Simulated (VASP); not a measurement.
# Ti (Im-3m) in VASP: notebook

Runs on Ti. Level: PBEsol. Tasks: single point, relaxation of cell and atoms.

Program: VASP 6.6.1. These are calculated values, not measurements. Logs are shortened: lines on timing, memory, paths and dates and some standing lists are left out, and cuts for length are marked.

## 1. The cell of the first run

Symmetry: Im-3m, No. 229, cubic system. Conventional cell: a = 3.209 Å, b = 3.209 Å, c = 3.209 Å, α = 90.00°, β = 90.00°, γ = 90.00°. Ti (site symmetry m-3m) has 14 Ti at 2.78 to 3.21 Å within 3.7 Å.

This isn't the form of Ti at room conditions, which is hcp.

## 2. Single point, PBEsol

Input file INCAR:

```
PREC = Accurate
ENCUT = 500
EDIFF = 1E-6
ISMEAR = 1
SIGMA = 0.05
LREAL = F
LASPH = T
NELM = 120
ALGO = Normal
ISIF = 2
LWAVE = F
LCHARG = F
GGA = PS
NBANDS = 12
GGA_COMPAT = F
```

Input file KPOINTS:

```
regular mesh
0
Gamma
  17 17 17
```

Input file POSCAR:

```
Ti
1.0
   -1.6047341033      1.6047341033      1.6047341033
    1.6047341033     -1.6047341033      1.6047341033
    1.6047341033      1.6047341033     -1.6047341033
Ti
1
Direct
    0.0000000000      0.0000000000      0.0000000000
```

Potentials or basis: VASP PAW PBE potentials, release 64 (Ti_sv).

Started as:

```
$ cat potpaw_PBE.64/Ti_sv/POTCAR > POTCAR
$ mpirun -np 1 vasp_std > vasp.out
```

OUTCAR:

```text
PREC = Accurate
   ENCUT = 500
   EDIFF = 1E-6
   ISMEAR = 1
   LREAL = F
   LASPH = T
   NELM = 120
   ISIF = 2
   GGA = PS

 ion  position               nearest neighbor table
   1  0.000  0.000  0.000-

  LATTYP: Found a body centered cubic cell.
 ALAT       =     3.2094682066

  Lattice vectors:

 A1 = (  -1.6047341033,   1.6047341033,   1.6047341033)
 A2 = (   1.6047341033,  -1.6047341033,   1.6047341033)
 A3 = (   1.6047341033,   1.6047341033,  -1.6047341033)

Analysis of symmetry for initial positions (statically):
=====================================================================
 Subroutine PRICEL returns:
 Original cell was already a primitive cell.

 Routine SETGRP: Setting up the symmetry group for a
 body centered cubic supercell.

 Subroutine GETGRP returns: Found 48 space group operations
 (whereof 48 operations were pure point group operations)
 out of a pool of 48 trial point group operations.

The static configuration has the point symmetry O_h .

Analysis of symmetry for dynamics (positions and initial velocities):
=====================================================================
 Subroutine PRICEL returns:
 Original cell was already a primitive cell.

 Routine SETGRP: Setting up the symmetry group for a
 body centered cubic supercell.

 Subroutine GETGRP returns: Found 48 space group operations
 (whereof 48 operations were pure point group operations)
 out of a pool of 48 trial point group operations.

The dynamic configuration has the point symmetry O_h .

 Subroutine INISYM returns: Found 48 space group operations
 (whereof 48 operations are pure point group operations),
 and found     1 'primitive' translations

----------------------------------------------------------------------------------------

                                     Primitive cell

  volume of cell :      16.5299

  direct lattice vectors                    reciprocal lattice vectors
    -1.604734103  1.604734103  1.604734103     0.000000000  0.311578098  0.311578098
     1.604734103 -1.604734103  1.604734103     0.311578098  0.000000000  0.311578098
     1.604734103  1.604734103 -1.604734103     0.311578098  0.311578098  0.000000000

  length of vectors
     2.779481000  2.779481000  2.779481000     0.440637972  0.440637972  0.440637972

  position of ions in fractional coordinates (direct lattice)
     0.000000000  0.000000000  0.000000000

  ion indices of the primitive-cell ions
   primitive index   ion index
                 1           1

----------------------------------------------------------------------------------------

 KPOINTS: regular mesh

Automatic generation of k-mesh.
 Grid dimensions read from file:
 generate k-points for:   17   17   17

 Generating k-lattice:

  Cartesian coordinates                     Fractional coordinates (reciprocal lattice)
     0.000000000  0.018328123  0.018328123     0.058823529  0.000000000  0.000000000
     0.018328123  0.000000000  0.018328123     0.000000000  0.058823529  0.000000000
     0.018328123  0.018328123  0.000000000     0.000000000  0.000000000  0.058823529

  Length of vectors
     0.025919881  0.025919881  0.025919881

  Shift w.r.t. Gamma in fractional coordinates (k-lattice)
     0.000000000  0.000000000  0.000000000

 Subroutine IBZKPT returns following result:
 ===========================================

 Found    165 irreducible k-points:

 Following reciprocal coordinates:
            Coordinates               Weight
  0.000000  0.000000  0.000000      1.000000
  0.058824  0.000000  0.000000     12.000000
  0.117647  0.000000  0.000000     12.000000
  0.176471  0.000000  0.000000     12.000000
  0.235294  0.000000  0.000000     12.000000
  0.294118  0.000000  0.000000     12.000000
[... 16 lines left out ...]
  0.411765  0.117647  0.000000     48.000000
  0.176471  0.176471  0.000000     24.000000
 [... further k-points ...]
   k-points           NKPTS =    165   k-points in BZ     NKDIM =    165   number of bands    NBANDS=     12
   number of dos      NEDOS =    301   number of ions     NIONS =      1
   total plane-waves  NPLWV =   8000
   dimension x,y,z NGX =    20 NGY =   20 NGZ =   20
   dimension x,y,z NGXF=    40 NGYF=   40 NGZF=   40
   ions per type =               1
   NGX,Y,Z   is equivalent  to a cutoff of  11.96, 11.96, 11.96 a.u.
   NGXF,Y,Z  is equivalent  to a cutoff of  23.92, 23.92, 23.92 a.u.
 SYSTEM =  unknown system
   PREC   = accura    normal or accurate (medium, high low for compatibility)
   ISTART =      0    job   : 0-new  1-cont  2-samecut
   ICHARG =      2    charge: 1-file 2-atom 10-const
   ISPIN  =      1    spin polarized calculation?
   LNONCOLLINEAR =      F non collinear calculations
   LSORBIT =      F    spin-orbit coupling
   LASPH  =      T    aspherical Exc in radial PAW
   ENCUT  =  500.0 eV  36.75 Ry    6.06 a.u.   5.07  5.07  5.07*2*pi/ulx,y,z
   NELM   =    120;   NELMIN=  2; NELMDL= -5     # of ELM steps
   EDIFF  = 0.1E-05   stopping-criterion for ELM
   LREAL  =      F    real-space projection
   EDIFFG = 0.1E-04   stopping-criterion for IOM
   NSW    =      0    number of steps for IOM
   IBRION =     -1    ionic relax: 0-MD 1-quasi-New 2-CG
   NFREE  =      0    steps in history (QN), initial steepest desc. (CG)
   ISIF   =      2    stress and relaxation
   ISYM   =      2    0-nonsym 1-usesym 2-fastsym
   POTIM  = 0.5000    time-step for ionic-motion
   TEBEG  =    0.0;   TEEND  =   0.0 temperature during run
   PSTRESS=    0.0 pullay stress
   NELECT =      12.0000    total number of electrons
   NUPDOWN=      -1.0000    fix difference up-down
   EMIN   =  10.00;   EMAX   =-10.00  energy-range for DOS
   EFERMI =   0.00;   METHOD = LEGACY
   ISMEAR =     1;   SIGMA  =   0.05  broadening in eV -4-tet -1-fermi 0-gaus
   EFERMI_NEDOS =   21; number of points for ismear=-14 and -15
   IALGO  =     38    algorithm
   IMIX   =      4    mixing-type and parameters
     AMIX     =   0.40;   BMIX     =  1.00
     AMIX_MAG =   1.60;   BMIX_MAG =  1.00
  volume/ion in A,a.u.               =      16.53       111.55
  Fermi-wavevector in a.u.,A,eV,Ry     =   1.471337  2.780424 29.454337  2.164833
  Thomas-Fermi vector in A             =   2.586485
   LORBIT       =      0    0 simple, 1 ext, 2 COOP (PROOUT), +10 PAW based schemes
   GGA     = PS    functional components
   LHFCALC =     F    Hartree Fock is set to
   AEXX    =    0.0000 exact exchange contribution
   IVDW    =     0    specifies the selected vdW correction
   LEPSILON=     F    determine dielectric tensor
   LRPA    =     F    only Hartree local field effects (RPA)
 non-spin polarized calculation
 Methfessel and Paxton  Order N= 1 SIGMA  =   0.05
  energy-cutoff  :      500.00
  volume of cell :       16.53
 maximum number of plane-waves:       430
   NGX = 11   NGY = 11   NGZ = 11

 number of electron      12.0000006 magnetization

 Free energy of the ion-electron system (eV)
  ---------------------------------------------------
  ext. energy  EPLUGINS =         0.00000000
  ---------------------------------------------------
  free energy    TOTEN  =        -8.23558081 eV

  energy without entropy =       -8.23577857  energy(sigma->0) =       -8.23564673

 E-fermi :   8.4680     XC(G=0): -11.8701

 val. band max:        8.4610236004   @ k =   0.2941   0.1176   0.1176
 cond. band min:       8.4681677189   @ k =   0.2353   0.2353   0.0000
 fundamental gap:      0.0071441185
 Fermi energy:         8.4680426413

 k-point     1 :       0.0000    0.0000    0.0000
  band No.  band energies     occupation
      1     -47.7252      2.00000
      2     -23.6124      2.00000
      3     -23.6124      2.00000
      4     -23.6124      2.00000
      5       2.4219      2.00000
      6       9.5040      0.00000
      7       9.5040      0.00000
      8       9.5040      0.00000
      9      11.3875      0.00000
     10      11.3875      0.00000
     11      26.2518      0.00000
     12      26.2518      0.00000

 k-point     2 :       0.0588    0.0000    0.0000
  band No.  band energies     occupation
      1     -47.7197      2.00000
      2     -23.6406      2.00000
      3     -23.6209      2.00000
      4     -23.6126      2.00000
      5       2.5467      2.00000
      6       9.4453     -0.00000
      7       9.4882      0.00000
      8       9.5965      0.00000
      9      11.3174      0.00000
     10      11.3908      0.00000
     11      26.0985      0.00000
     12      26.2502      0.00000

 k-point     3 :       0.1176    0.0000    0.0000
  band No.  band energies     occupation
      1     -47.7041      2.00000
      2     -23.7212      2.00000
      3     -23.6455      2.00000
      4     -23.6131      2.00000
      5       2.9099      2.00000
      6       9.2813     -0.00000
      7       9.4171     -0.00000
      8       9.8683      0.00000
      9      11.1634      0.00000
     10      11.4035      0.00000
     11      25.5822      0.00000
     12      26.1359      0.00000
[... 286 lines left out ...]
 k-point    23 :       0.4118    0.1176    0.0000
  band No.  band energies     occupation
      1     -47.5576      2.00000
      2     -24.3710      2.00000
      3     -23.8938      2.00000
      4     -23.6556      2.00000
      5       6.1941      2.00000
      6       8.0526      2.00000
      7       9.1689     -0.00000
      8      11.3141      0.00000
      9      11.9385      0.00000
     10      13.5848      0.00000
     11      17.8642      0.00000
     12      21.8433      0.00000

 k-point    24 :       0.1765    0.1765    0.0000
  band No.  band energies     occupation
      1     -47.6148      2.00000
      2     -24.1220      2.00000
      3     -23.7776      2.00000
      4     -23.6641      2.00000
      5       5.1895      2.00000
      6       8.4238      2.01708
      7       8.6271     -0.00007
      8      10.9046      0.00000
      9      11.6941      0.00000
     10      11.8990      0.00000
     11      22.5058      0.00000
     12      22.7817      0.00000

 [... further k-points ...]

------------------------ aborting loop because EDIFF is reached ----------------------------------------

  FORCE on cell =-STRESS in cart. coord.  units (eV):
  Direction    XX          YY          ZZ          XY          YZ          ZX
  --------------------------------------------------------------------------------------
  -------------------------------------------------------------------------------------
  Total       -0.0318091     -0.0318091     -0.0318091     -0.0000000     -0.0000000      0.0000000
  in kB       -3.0831364     -3.0831364     -3.0831364     -0.0000000     -0.0000000      0.0000000
  external PRESSURE =      -3.0831364 kB  Pullay stress =       0.0000000 kB

 VOLUME and BASIS-vectors are now :
 -----------------------------------------------------------------------------
  energy-cutoff  :      500.00
  volume of cell :       16.53
      direct lattice vectors                 reciprocal lattice vectors
    -1.604734103  1.604734103  1.604734103     0.000000000  0.311578098  0.311578098
     1.604734103 -1.604734103  1.604734103     0.311578098  0.000000000  0.311578098
     1.604734103  1.604734103 -1.604734103     0.311578098  0.311578098  0.000000000

 POSITION                                       TOTAL-FORCE (eV/Angst)
 -----------------------------------------------------------------------------------
      0.00000      0.00000      0.00000        -0.000000      0.000000     -0.000000
 -----------------------------------------------------------------------------------
    total drift:                                0.000000      0.000000      0.000000

  FREE ENERGIE OF THE ION-ELECTRON SYSTEM (eV)
  ---------------------------------------------------
  free  energy   TOTEN  =        -8.2355808094 eV

  energy  without entropy=       -8.2357785737  energy(sigma->0) =       -8.23564673
```

It took 10 s on 1 thread of Intel Xeon 6975P-C (Granite Rapids), shared host; peak memory 0.14 GiB.

What came out:

| Item | Value |
| --- | --- |
| Free energy | -8.2356 eV |
| Pressure | -0.3 GPa |
| Band gap on the k mesh | zero (bands 6 and 7 overlap by 1.69 eV) |

Caveat: the PAW data sets were made with another functional, which shifts forces and pressure a little.

## 3. Relaxation of cell and atoms, PBEsol

This run uses another cell than the first one, of 17.64 Å³/atom.

Input file INCAR:

```
ALGO = Normal
EDIFF = 1E-7
EDIFFG = -0.01
ENCUT = 500
GGA = PS
GGA_COMPAT = False
IBRION = 2
ISIF = 3
ISMEAR = 1
LASPH = True
LCHARG = False
LREAL = False
LWAVE = False
NELM = 120
NELMIN = 4
NSW = 80
PREC = Accurate
SIGMA = 0.05
```

Input file KPOINTS:

```
k-points
0
Gamma
  17 17 17
```

Input file POSCAR:

```
Ti
1.0
   -1.6400000000      1.6400000000      1.6400000000
    1.6400000000     -1.6400000000      1.6400000000
    1.6400000000      1.6400000000     -1.6400000000
Ti
1
Direct
    0.0000000000      0.0000000000      0.0000000000
```

Potentials or basis: VASP PAW PBE potentials, release 64 (Ti_sv).

Started as:

```
$ cat potpaw_PBE.64/Ti_sv/POTCAR > POTCAR
$ mpirun -np 1 vasp_std > vasp.out
```

OUTCAR:

```text
EDIFF = 1E-7
   EDIFFG = -0.01
   ENCUT = 500
   GGA = PS
   IBRION = 2
   ISIF = 3
   ISMEAR = 1
   LASPH = True
   LREAL = False
   NELM = 120
   NELMIN = 4
   NSW = 80
   PREC = Accurate

 ion  position               nearest neighbor table
   1  0.000  0.000  0.000-

  LATTYP: Found a body centered cubic cell.
 ALAT       =     3.2800000000

  Lattice vectors:

 A1 = (  -1.6400000000,   1.6400000000,   1.6400000000)
 A2 = (   1.6400000000,  -1.6400000000,   1.6400000000)
 A3 = (   1.6400000000,   1.6400000000,  -1.6400000000)

Analysis of symmetry for initial positions (statically):
=====================================================================
 Subroutine PRICEL returns:
 Original cell was already a primitive cell.

 Routine SETGRP: Setting up the symmetry group for a
 body centered cubic supercell.

 Subroutine GETGRP returns: Found 48 space group operations
 (whereof 48 operations were pure point group operations)
 out of a pool of 48 trial point group operations.

The static configuration has the point symmetry O_h .

Analysis of symmetry for dynamics (positions and initial velocities):
=====================================================================
 Subroutine PRICEL returns:
 Original cell was already a primitive cell.

 Routine SETGRP: Setting up the symmetry group for a
 body centered cubic supercell.

 Subroutine GETGRP returns: Found 48 space group operations
 (whereof 48 operations were pure point group operations)
 out of a pool of 48 trial point group operations.

The dynamic configuration has the point symmetry O_h .

 Subroutine INISYM returns: Found 48 space group operations
 (whereof 48 operations are pure point group operations),
 and found     1 'primitive' translations

----------------------------------------------------------------------------------------

[... 129 lines left out ...]

--------------------------------------- Ionic step        1  -------------------------------------------

 number of electron      12.0000000 magnetization

 Free energy of the ion-electron system (eV)
  ---------------------------------------------------
  ext. energy  EPLUGINS =         0.00000000
  ---------------------------------------------------
  free energy    TOTEN  =        -8.21011886 eV

  energy without entropy =       -8.20993724  energy(sigma->0) =       -8.21005832

------------------------ aborting loop because EDIFF is reached ----------------------------------------

  FORCE on cell =-STRESS in cart. coord.  units (eV):
  Direction    XX          YY          ZZ          XY          YZ          ZX
  --------------------------------------------------------------------------------------
  -------------------------------------------------------------------------------------
  Total       -0.7591463     -0.7591463     -0.7591463     -0.0000000      0.0000000      0.0000000
  in kB      -68.9357553    -68.9357553    -68.9357553     -0.0000000      0.0000000      0.0000000
  external PRESSURE =     -68.9357553 kB  Pullay stress =       0.0000000 kB
[... 57 lines left out ...]
--------------------------------------- Ionic step        3  -------------------------------------------

 number of electron      12.0000001 magnetization

 Free energy of the ion-electron system (eV)
  ---------------------------------------------------
  ext. energy  EPLUGINS =         0.00000000
  ---------------------------------------------------
  free energy    TOTEN  =        -8.23617761 eV

  energy without entropy =       -8.23636364  energy(sigma->0) =       -8.23623962

 E-fermi :   8.4922     XC(G=0): -11.8810

 val. band max:        8.4874277094   @ k =   0.2941   0.1176   0.1176
 cond. band min:       8.4924398438   @ k =   0.2353   0.2353   0.0000
 fundamental gap:      0.0050121344
 Fermi energy:         8.4921951957

 k-point     1 :       0.0000    0.0000    0.0000
  band No.  band energies     occupation
      1     -47.6969      2.00000
      2     -23.5809      2.00000
      3     -23.5809      2.00000
      4     -23.5809      2.00000
      5       2.4412      2.00000
      6       9.5300      0.00000
      7       9.5300      0.00000
      8       9.5300      0.00000
      9      11.4188      0.00000
     10      11.4188      0.00000
[... 287 lines left out ...]
 k-point    24 :       0.1765    0.1765    0.0000
  band No.  band energies     occupation
      1     -47.5855      2.00000
      2     -24.0942      2.00000
      3     -23.7473      2.00000
      4     -23.6330      2.00000
      5       5.2129      2.00000
      6       8.4467      2.02628
      7       8.6508     -0.00007
      8      10.9343      0.00000
      9      11.7267      0.00000
     10      11.9325      0.00000

 [... further k-points ...]

------------------------ aborting loop because EDIFF is reached ----------------------------------------

  FORCE on cell =-STRESS in cart. coord.  units (eV):
  Direction    XX          YY          ZZ          XY          YZ          ZX
  --------------------------------------------------------------------------------------
  -------------------------------------------------------------------------------------
  Total        0.0014620      0.0014620      0.0014620      0.0000000      0.0000000      0.0000000
  in kB        0.1420282      0.1420282      0.1420282      0.0000000      0.0000000      0.0000000
  external PRESSURE =       0.1420282 kB  Pullay stress =       0.0000000 kB
[... 16 lines left out ...]
  FREE ENERGIE OF THE ION-ELECTRON SYSTEM (eV)
  ---------------------------------------------------
  free  energy   TOTEN  =        -8.2361776107 eV

  energy  without entropy=       -8.2363636406  energy(sigma->0) =       -8.23623962

 reached required accuracy - stopping structural energy minimisation
```

OSZICAR:

```text
N       E                     dE             d eps       ncg     rms          rms(c)
DAV:   1     0.741345195937E+02    0.74135E+02   -0.68483E+03  3300   0.140E+03
DAV:   2    -0.539760712342E+01   -0.79532E+02   -0.78260E+02  3390   0.309E+02
DAV:   3    -0.929312086914E+01   -0.38955E+01   -0.38314E+01  4450   0.718E+01
[... 29 lines left out ...]
DAV:   4    -0.822737045576E+01   -0.91469E-02   -0.18177E-02  4694   0.799E-01    0.273E-01
DAV:   5    -0.823562514549E+01   -0.82547E-02   -0.17529E-02  4716   0.689E-01    0.133E-01
DAV:   6    -0.823603400475E+01   -0.40886E-03   -0.80129E-04  3580   0.241E-01    0.545E-02
DAV:   7    -0.823617523873E+01   -0.14123E-03   -0.48099E-04  4370   0.199E-01    0.349E-02
DAV:   8    -0.823617761859E+01   -0.23799E-05   -0.41249E-05  3400   0.710E-02    0.138E-03
DAV:   9    -0.823617761066E+01    0.79301E-08   -0.50407E-07  3004   0.709E-03
   3 F= -.82361776E+01 E0= -.82362396E+01  d E =-.260588E-01
```

Run time: 24 s. Hardware: 1 thread of Intel Xeon 6975P-C (Granite Rapids), shared host; peak memory 0.16 GiB.

Results:

* Free energy: -8.2362 eV
* Relaxed volume: 16.49 Å³/atom
* Relaxed cell: a = 2.777 Å, b = 2.777 Å, c = 2.777 Å, α = 109.47°, β = 109.47°, γ = 109.47°
* Space group after relaxing (to 0.1 Å): Im-3m (No. 229)
* Energy gained by relaxing: 26.1 meV/atom
* Ionic steps: 3
* Pressure after relaxing: 0.0 GPa
* Band gap on the k mesh: zero (bands 6 and 7 overlap by 1.70 eV)

Step by step:
```tsv
step	energy change (eV)	largest force (eV/Å)	pressure (GPa)	volume (Å³)
1	0.0000	0.0000	-6.89	17.64
2	-0.0144	0.0000	5.39	15.78
3	-0.0261	0.0000	0.01	16.49
```

Final structure:
```
Ti
1.0
    -1.60353    1.60353    1.60353
     1.60353   -1.60353    1.60353
     1.60353    1.60353   -1.60353
Ti
1
Direct
  0.00000 0.00000 0.00000
```

Levels at points of the mesh, in eV from the Fermi level:
```tsv
k point	band 4	band 5	band 6	band 7	band 8	band 9
(0.00, 0.00, 0.00)	-32.07	-6.05	1.04	1.04	1.04	2.93
```

Caveat: the PAW data sets were made with another functional, which shifts forces and pressure a little.
